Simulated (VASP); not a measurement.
# ScTi2O2 (P-3m1) in VASP: notebook

The runs below take ScTi2O2 through relaxation of cell and atoms, single point, with PBE.

Program: VASP 6.6.1. These are calculated values, not measurements. Logs are shortened: lines on timing, memory, paths and dates and some standing lists are left out, and cuts for length are marked.

### Step 1. The cell of the first run

It takes space group P-3m1 (No. 164, trigonal). Conventional cell: a = 3.025 Å, b = 3.025 Å, c = 7.549 Å, α = 90.00°, β = 90.00°, γ = 120.00°. Within 2.9 Å of Sc (site symmetry -3m) lie 6 O at 2.16 Å. Ti (site symmetry 3m) has 3 O at 2.21 Å and 3 Ti at 2.90 Å within 2.9 Å. Within 2.9 Å of O (site symmetry 3m) lie 3 Sc at 2.16 Å and 3 Ti at 2.21 Å.

### Step 2. Relaxation of cell and atoms, PBE (atoms taken out)

Contents of INCAR:

```
SYSTEM = ScTi2O2
PREC = Accurate ; ENCUT = 600
EDIFF = 1E-7 ; ISMEAR = 0
SIGMA = 0.1 ; LREAL = .False.
LASPH = .True. ; NELM = 60
ALGO = Normal ; ISIF = 3
LWAVE = .False. ; LCHARG = .False.
GGA = PE ; IBRION = 2
NSW = 100 ; EDIFFG = -0.01
```

Contents of KPOINTS:

```
Automatic mesh
0
Gamma
  12 12 4
  0 0 0
```

Contents of POSCAR:

```
ScTi2O2
1.0
    3.0250014009      0.0000000000      0.0000000000
   -1.5125007005      2.6197280597      0.0000000000
    0.0000000000      0.0000000000      7.5489341886
Sc Ti O
1 2 2
Direct
    0.0000000000      0.0000000000      0.0000000000
    0.3333333333      0.6666666667      0.3467463690
    0.6666666667      0.3333333333      0.6532536310
    0.3333333333      0.6666666667      0.8319208629
    0.6666666667      0.3333333333      0.1680791371
```

Potentials or basis: VASP PAW PBE potentials, release 64 (Sc_sv, Ti_sv, O).

Command:

```console
cat potpaw_PBE.64/Sc_sv/POTCAR potpaw_PBE.64/Ti_sv/POTCAR potpaw_PBE.64/O/POTCAR > POTCAR
mpirun -np 1 vasp_std > vasp.out
```

OUTCAR:

```text
SYSTEM = ScTi2O2
   PREC = Accurate
   ENCUT = 600
   EDIFF = 1E-7
   ISMEAR = 0
   LREAL = .False.
   LASPH = .True.
   NELM = 60
   ISIF = 3
   GGA = PE
   IBRION = 2
   NSW = 100
   EDIFFG = -0.01

 ion  position               nearest neighbor table
   1  0.000  0.000  0.000-   4 2.16   5 2.16   5 2.16   4 2.16   5 2.16   4 2.16   2 3.15   3 3.15
                             2 3.15   3 3.15   3 3.15   2 3.15
   2  0.333  0.667  0.347-   5 2.21   5 2.21   5 2.21   3 2.90   3 2.90   3 2.90   1 3.15   1 3.15
                             1 3.15
   3  0.667  0.333  0.653-   4 2.21   4 2.21   4 2.21   2 2.90   2 2.90   2 2.90   1 3.15   1 3.15
                             1 3.15
   4  0.333  0.667  0.832-   1 2.16   1 2.16   1 2.16   3 2.21   3 2.21   3 2.21
   5  0.667  0.333  0.168-   1 2.16   1 2.16   1 2.16   2 2.21   2 2.21   2 2.21

  LATTYP: Found a hexagonal cell.
 ALAT       =     3.0250014009
 C/A-ratio  =     2.4955142786

  Lattice vectors:

 A1 = (   3.0250014009,   0.0000000000,   0.0000000000)
 A2 = (  -1.5125007005,   2.6197280597,   0.0000000000)
 A3 = (   0.0000000000,   0.0000000000,   7.5489341886)

Analysis of symmetry for initial positions (statically):
=====================================================================
 Subroutine PRICEL returns:
 Original cell was already a primitive cell.

 Routine SETGRP: Setting up the symmetry group for a
 hexagonal supercell.

 Subroutine GETGRP returns: Found 12 space group operations
 (whereof 12 operations were pure point group operations)
 out of a pool of 24 trial point group operations.

The static configuration has the point symmetry D_3d.

Analysis of symmetry for dynamics (positions and initial velocities):
=====================================================================
 Subroutine PRICEL returns:
 Original cell was already a primitive cell.

 Routine SETGRP: Setting up the symmetry group for a
 hexagonal supercell.

 Subroutine GETGRP returns: Found 12 space group operations
 (whereof 12 operations were pure point group operations)
 out of a pool of 24 trial point group operations.

The dynamic configuration has the point symmetry D_3d.

 Subroutine INISYM returns: Found 12 space group operations
 (whereof 12 operations are pure point group operations),
 and found     1 'primitive' translations

----------------------------------------------------------------------------------------

                                     Primitive cell

  volume of cell :      59.8229

  direct lattice vectors                    reciprocal lattice vectors
     3.025001401  0.000000000  0.000000000     0.330578359  0.190859505  0.000000000
    -1.512500700  2.619728060  0.000000000     0.000000000  0.381719009  0.000000000
     0.000000000  0.000000000  7.548934189     0.000000000  0.000000000  0.132469031

  length of vectors
     3.025001401  3.025001401  7.548934189     0.381719009  0.381719009  0.132469031

  position of ions in fractional coordinates (direct lattice)
     0.000000000  0.000000000  0.000000000
     0.333333333  0.666666667  0.346746369
     0.666666667  0.333333333  0.653253631
     0.333333333  0.666666667  0.831920863
     0.666666667  0.333333333  0.168079137

  ion indices of the primitive-cell ions
   primitive index   ion index
                 1           1
                 2           2
                 3           3
                 4           4
                 5           5

----------------------------------------------------------------------------------------

 KPOINTS: Automatic mesh

Automatic generation of k-mesh.
 Grid dimensions read from file:
 generate k-points for:   12   12    4

 Generating k-lattice:

  Cartesian coordinates                     Fractional coordinates (reciprocal lattice)
     0.027548197  0.015904959  0.000000000     0.083333333 -0.000000000  0.000000000
     0.000000000  0.031809917  0.000000000     0.000000000  0.083333333  0.000000000
     0.000000000  0.000000000  0.033117258     0.000000000  0.000000000  0.250000000

  Length of vectors
     0.031809917  0.031809917  0.033117258

  Shift w.r.t. Gamma in fractional coordinates (k-lattice)
     0.000000000  0.000000000  0.000000000

 Subroutine IBZKPT returns following result:
 ===========================================

 Found     69 irreducible k-points:

 Following reciprocal coordinates:
            Coordinates               Weight
  0.000000  0.000000  0.000000      1.000000
  0.083333  0.000000  0.000000      6.000000
  0.166667 -0.000000  0.000000      6.000000
  0.250000  0.000000  0.000000      6.000000
  0.333333  0.000000  0.000000      6.000000
  0.416667  0.000000  0.000000      6.000000
[... 16 lines left out ...]
  0.166667 -0.000000  0.250000      6.000000
  0.000000  0.166667  0.250000      6.000000
 [... further k-points ...]
   k-points           NKPTS =     69   k-points in BZ     NKDIM =     69   number of bands    NBANDS=     28
   number of dos      NEDOS =    301   number of ions     NIONS =      5
   total plane-waves  NPLWV =  34560
   dimension x,y,z NGX =    24 NGY =   24 NGZ =   60
   dimension x,y,z NGXF=    48 NGYF=   48 NGZF=  120
   ions per type =               1   2   2
   NGX,Y,Z   is equivalent  to a cutoff of  13.19, 13.19, 13.21 a.u.
   NGXF,Y,Z  is equivalent  to a cutoff of  26.38, 26.38, 26.43 a.u.
 SYSTEM =  ScTi2O2
   PREC   = accura    normal or accurate (medium, high low for compatibility)
   ISTART =      0    job   : 0-new  1-cont  2-samecut
   ICHARG =      2    charge: 1-file 2-atom 10-const
   ISPIN  =      1    spin polarized calculation?
   LNONCOLLINEAR =      F non collinear calculations
   LSORBIT =      F    spin-orbit coupling
   LASPH  =      T    aspherical Exc in radial PAW
   ENCUT  =  600.0 eV  44.10 Ry    6.64 a.u.   6.04  6.04 15.08*2*pi/ulx,y,z
   NELM   =     60;   NELMIN=  2; NELMDL= -5     # of ELM steps
   EDIFF  = 0.1E-06   stopping-criterion for ELM
   LREAL  =      F    real-space projection
   EDIFFG = -.1E-01   stopping-criterion for IOM
   NSW    =    100    number of steps for IOM
   IBRION =      2    ionic relax: 0-MD 1-quasi-New 2-CG
   NFREE  =      1    steps in history (QN), initial steepest desc. (CG)
   ISIF   =      3    stress and relaxation
   ISYM   =      2    0-nonsym 1-usesym 2-fastsym
   POTIM  = 0.5000    time-step for ionic-motion
   TEBEG  =    0.0;   TEEND  =   0.0 temperature during run
   PSTRESS=    0.0 pullay stress
   NELECT =      47.0000    total number of electrons
   NUPDOWN=      -1.0000    fix difference up-down
   EMIN   =  10.00;   EMAX   =-10.00  energy-range for DOS
   EFERMI =   0.00;   METHOD = LEGACY
   ISMEAR =     0;   SIGMA  =   0.10  broadening in eV -4-tet -1-fermi 0-gaus
   EFERMI_NEDOS =   21; number of points for ismear=-14 and -15
   IALGO  =     38    algorithm
   IMIX   =      4    mixing-type and parameters
     AMIX     =   0.40;   BMIX     =  1.00
     AMIX_MAG =   1.60;   BMIX_MAG =  1.00
  volume/ion in A,a.u.               =      11.96        80.74
  Fermi-wavevector in a.u.,A,eV,Ry     =   1.510608  2.854634 31.047611  2.281935
  Thomas-Fermi vector in A             =   2.620775
   LORBIT       =      0    0 simple, 1 ext, 2 COOP (PROOUT), +10 PAW based schemes
   GGA     = PE    functional components
   LHFCALC =     F    Hartree Fock is set to
   AEXX    =    0.0000 exact exchange contribution
   IVDW    =     0    specifies the selected vdW correction
   LEPSILON=     F    determine dielectric tensor
   LRPA    =     F    only Hartree local field effects (RPA)
 conjugate gradient relaxation of ions
 non-spin polarized calculation
 Gauss-broadening in eV      SIGMA  =   0.10
  energy-cutoff  :      600.00
  volume of cell :       59.82
 maximum number of plane-waves:      2028
   NGX = 13   NGY = 13   NGZ = 31

--------------------------------------- Ionic step        1  -------------------------------------------

 number of electron      47.0000010 magnetization

 Free energy of the ion-electron system (eV)
  ---------------------------------------------------
  ext. energy  EPLUGINS =         0.00000000
  ---------------------------------------------------
  free energy    TOTEN  =       -42.67587186 eV

  energy without entropy =      -42.65896098  energy(sigma->0) =      -42.66741642

------------------------ aborting loop because EDIFF is reached ----------------------------------------

  FORCE on cell =-STRESS in cart. coord.  units (eV):
  Direction    XX          YY          ZZ          XY          YZ          ZX
  --------------------------------------------------------------------------------------
  -------------------------------------------------------------------------------------
  Total        0.2029767      0.2029767      0.2427120     -0.0000000      0.0000000      0.0000000
  in kB        5.4361247      5.4361247      6.5003138     -0.0000000      0.0000000      0.0000000
  external PRESSURE =       5.7908544 kB  Pullay stress =       0.0000000 kB

 VOLUME and BASIS-vectors are now :
 -----------------------------------------------------------------------------
  energy-cutoff  :      600.00
  volume of cell :       59.82
      direct lattice vectors                 reciprocal lattice vectors
     3.025001401  0.000000000  0.000000000     0.330578359  0.190859505  0.000000000
    -1.512500700  2.619728060  0.000000000     0.000000000  0.381719009  0.000000000
     0.000000000  0.000000000  7.548934189     0.000000000  0.000000000  0.132469031
[... 196 lines left out ...]
 POSITION                                       TOTAL-FORCE (eV/Angst)
 -----------------------------------------------------------------------------------
      0.00000      0.00000      7.55685        -0.000000     -0.000000      0.000000
     -0.00000      1.74741      2.61824         0.000000      0.000000      0.010012
      1.51330      0.87371      4.93861        -0.000000     -0.000000     -0.010012
     -0.00000      1.74741      6.27607        -0.000000     -0.000000     -0.002409
      1.51330      0.87371      1.28078         0.000000      0.000000      0.002409
 -----------------------------------------------------------------------------------
    total drift:                                0.000000      0.000000      0.000000

  FREE ENERGIE OF THE ION-ELECTRON SYSTEM (eV)
  ---------------------------------------------------
  free  energy   TOTEN  =       -42.6776179615 eV

  energy  without entropy=      -42.6607191553  energy(sigma->0) =      -42.66916856

--------------------------------------- Ionic step        7  -------------------------------------------

 number of electron      47.0000008 magnetization

 Free energy of the ion-electron system (eV)
  ---------------------------------------------------
  ext. energy  EPLUGINS =         0.00000000
  ---------------------------------------------------
  free energy    TOTEN  =       -42.67762612 eV

  energy without entropy =      -42.66074444  energy(sigma->0) =      -42.66918528

 E-fermi :   8.9843     XC(G=0): -12.0465

 val. band max:        8.9833371664   @ k =   0.2500   0.2500   0.0000
 cond. band min:       8.9910770729   @ k =   0.0833   0.0000   0.5000
 fundamental gap:      0.0077399064
 Fermi energy:         8.9842849768

 k-point     1 :       0.0000    0.0000    0.0000
  band No.  band energies     occupation
      1     -48.1258      2.00000
      2     -48.0670      2.00000
      3     -41.2979      2.00000
      4     -24.5551      2.00000
      5     -24.2673      2.00000
      6     -24.1989      2.00000
[... 20 lines left out ...]
     27       9.9991      0.00000
[... 691 lines left out ...]
      6     -24.2521      2.00000
[... 20 lines left out ...]
     27      10.0619      0.00000
     28      10.2210      0.00000

 [... further k-points ...]

------------------------ aborting loop because EDIFF is reached ----------------------------------------

  FORCE on cell =-STRESS in cart. coord.  units (eV):
  Direction    XX          YY          ZZ          XY          YZ          ZX
  --------------------------------------------------------------------------------------
  -------------------------------------------------------------------------------------
  Total       -0.0045271     -0.0045271      0.0096423      0.0000000      0.0000000      0.0000000
  in kB       -0.1209969     -0.1209969      0.2577098      0.0000000      0.0000000      0.0000000
  external PRESSURE =       0.0052387 kB  Pullay stress =       0.0000000 kB

 VOLUME and BASIS-vectors are now :
 -----------------------------------------------------------------------------
  energy-cutoff  :      600.00
  volume of cell :       59.95
      direct lattice vectors                 reciprocal lattice vectors
     3.026534796 -0.000000000  0.000000000     0.330410872  0.190762806 -0.000000000
    -1.513267398  2.621056018 -0.000000000     0.000000000  0.381525611 -0.000000000
     0.000000000  0.000000000  7.556815324    -0.000000000  0.000000000  0.132330877

 POSITION                                       TOTAL-FORCE (eV/Angst)
 -----------------------------------------------------------------------------------
     -1.51327      2.62106     -0.00000         0.000000      0.000000     -0.000000
     -0.00000      1.74737      2.61892         0.000000      0.000000      0.000423
      1.51327      0.87369      4.93789        -0.000000     -0.000000     -0.000423
     -0.00000      1.74737      6.27557         0.000000      0.000000      0.000677
      1.51327      0.87369      1.28125        -0.000000     -0.000000     -0.000677
 -----------------------------------------------------------------------------------
    total drift:                               -0.000000      0.000000      0.000000

  FREE ENERGIE OF THE ION-ELECTRON SYSTEM (eV)
  ---------------------------------------------------
  free  energy   TOTEN  =       -42.6776261163 eV

  energy  without entropy=      -42.6607444404  energy(sigma->0) =      -42.66918528

 reached required accuracy - stopping structural energy minimisation
```

Run time: 5.3 min. Hardware: 1 thread of Intel Xeon 6975P-C (Granite Rapids), shared host; peak memory 0.28 GiB.

Results:

```
Free energy                           : -42.6776 eV
Relaxed volume                        : 11.99 Å³/atom
Relaxed cell                          : a = 3.027 Å, b = 3.027 Å, c = 7.557 Å, α = 90.00°, β = 90.00°, γ = 120.00°
Space group after relaxing (to 0.1 Å) : P-3m1 (No. 164)
Energy gained by relaxing             : 0.4 meV/atom
Ionic steps                           : 7
Pressure after relaxing               : 0.0 GPa
Band gap on the k mesh                : zero (an odd number of electrons rules out a gap without spin polarisation)
```

Step by step:
```csv
step,energy change (eV),largest force (eV/Å),pressure (GPa),volume (Å³)
1,0.0000,0.1331,0.58,59.82
2,-0.0011,0.0325,-0.62,60.20
3,-0.0012,0.0562,-0.34,60.11
4,-0.0017,0.0181,-0.05,59.98
5,-0.0017,0.0254,0.01,59.95
6,-0.0017,0.0100,0.00,59.95
7,-0.0018,0.0007,0.00,59.95
```

Final structure:
```
Sc Ti O
1.0
     3.02653    0.00000    0.00000
    -1.51327    2.62106    0.00000
     0.00000    0.00000    7.55682
Sc Ti O
1 2 2
Direct
  0.00000 0.00000 0.00000
  0.33333 0.66667 0.34656
  0.66667 0.33333 0.65344
  0.33333 0.66667 0.83045
  0.66667 0.33333 0.16955
```

Levels at points of the mesh, in eV from the Fermi level:
| k point | band 20 | band 21 | band 22 | band 23 | band 24 | band 25 | band 26 | band 27 |
| --- | --- | --- | --- | --- | --- | --- | --- | --- |
| (0.00, 0.00, 0.00) | -5.47 | -3.19 | -0.74 | 0.19 | 0.30 | 0.30 | 1.01 | 1.01 |
| (0.50, 0.00, 0.00) | -5.92 | -2.28 | -1.35 | -0.93 | 0.47 | 0.64 | 1.41 | 2.47 |
| (0.00, 0.00, 0.50) | -5.45 | -2.51 | -1.25 | 0.44 | 0.44 | 0.48 | 0.66 | 0.66 |
| (0.50, 0.00, 0.50) | -5.90 | -2.07 | -1.34 | -1.17 | -0.14 | 1.27 | 1.30 | 2.62 |

Caveat: the cell differs from its parent crystal (atoms taken out).

### Step 3. Single point, PBE

This run uses another cell than the first one: it holds 10 atoms, not 5.

Contents of INCAR:

```
PREC = Accurate ; ENCUT = 520
EDIFF = 1E-6 ; ISMEAR = 0
SIGMA = 0.2 ; LREAL = F
LASPH = T ; NELM = 60
ALGO = Normal ; ISIF = 2
LWAVE = F ; LCHARG = F
GGA = PE ; NBANDS = 58
```

Contents of KPOINTS:

```
regular mesh
0
Gamma
  8 4 4
```

Contents of POSCAR:

```
ScTi2O2
1.0
    3.0244754918      0.0000000000      0.0000000000
    0.0000000000      5.2385452181      0.0000000000
    0.0000000000      0.0000000000      7.5491813153
Sc Ti O
2 4 4
Direct
    0.0000000000      0.0000000000      1.0000000000
    0.5000000000      0.5000000000      1.0000000000
    0.0000000000      0.3333333333      0.3461837274
    0.5000000000      0.8333333333      0.3461837274
    0.5000000000      0.1666666667      0.6538162726
    0.0000000000      0.6666666667      0.6538162726
    0.0000000000      0.3333333333      0.8311316741
    0.5000000000      0.8333333333      0.8311316741
    0.5000000000      0.1666666667      0.1688683259
    0.0000000000      0.6666666667      0.1688683259
```

Potentials or basis: VASP PAW PBE potentials, release 64 (Sc_sv, Ti_sv, O).

Command:

```console
cat potpaw_PBE.64/Sc_sv/POTCAR potpaw_PBE.64/Ti_sv/POTCAR potpaw_PBE.64/O/POTCAR > POTCAR
mpirun -np 1 vasp_std > vasp.out
```

It took 4.4 min on 1 thread of Intel Xeon 6975P-C (Granite Rapids), shared host; peak memory 0.39 GiB.

Results (log left out):

* Free energy: -85.3905 eV
* Pressure: 0.7 GPa
* Largest force: 0.060 eV/Å
* Band gap on the k mesh: zero (bands 47 and 48 overlap by 0.74 eV)

Forces on the atoms (eV/Å):
```
Sc   0.000  0.000  0.000
Sc   0.000  0.000  0.000
Ti   0.000  0.000  0.008
Ti   0.000  0.000  0.008
Ti   0.000  0.000 -0.008
Ti   0.000  0.000 -0.008
O    0.000  0.000 -0.060
O    0.000  0.000 -0.060
O    0.000  0.000  0.060
O    0.000  0.000  0.060
```

Stress tensor (GPa, compression positive):
```
 0.79  0.00  0.00
 0.00  0.70 -0.02
 0.00 -0.02  0.71
```

Levels at points of the mesh, in eV from the Fermi level:
| k point | band 43 | band 44 | band 45 | band 46 | band 47 | band 48 | band 49 | band 50 | band 51 | band 52 |
| --- | --- | --- | --- | --- | --- | --- | --- | --- | --- | --- |
| (0.00, 0.00, 0.00) | -1.35 | -0.94 | -0.76 | 0.18 | 0.29 | 0.29 | 0.46 | 0.65 | 1.01 | 1.01 |
| (0.50, 0.00, 0.00) | -0.94 | -0.94 | -0.78 | -0.78 | -0.01 | -0.01 | 0.82 | 0.82 | 1.30 | 1.30 |
| (0.00, 0.50, 0.00) | -1.33 | -1.33 | -0.32 | -0.32 | -0.13 | -0.13 | 0.82 | 0.82 | 0.92 | 0.92 |
| (0.50, 0.50, 0.00) | -1.35 | -1.35 | -0.94 | -0.94 | 0.46 | 0.46 | 0.65 | 0.65 | 1.41 | 1.41 |
| (0.00, 0.00, 0.50) | -1.35 | -1.26 | -1.18 | -0.15 | 0.44 | 0.44 | 0.46 | 0.66 | 0.66 | 1.03 |
| (0.50, 0.00, 0.50) | -0.76 | -0.76 | -0.70 | -0.70 | -0.03 | -0.03 | 0.30 | 0.30 | 1.37 | 1.37 |
| (0.00, 0.50, 0.50) | -1.13 | -1.13 | -0.46 | -0.46 | -0.24 | -0.24 | 0.99 | 0.99 | 1.11 | 1.11 |
| (0.50, 0.50, 0.50) | -1.35 | -1.35 | -1.18 | -1.18 | -0.15 | -0.15 | 1.27 | 1.27 | 1.31 | 1.31 |
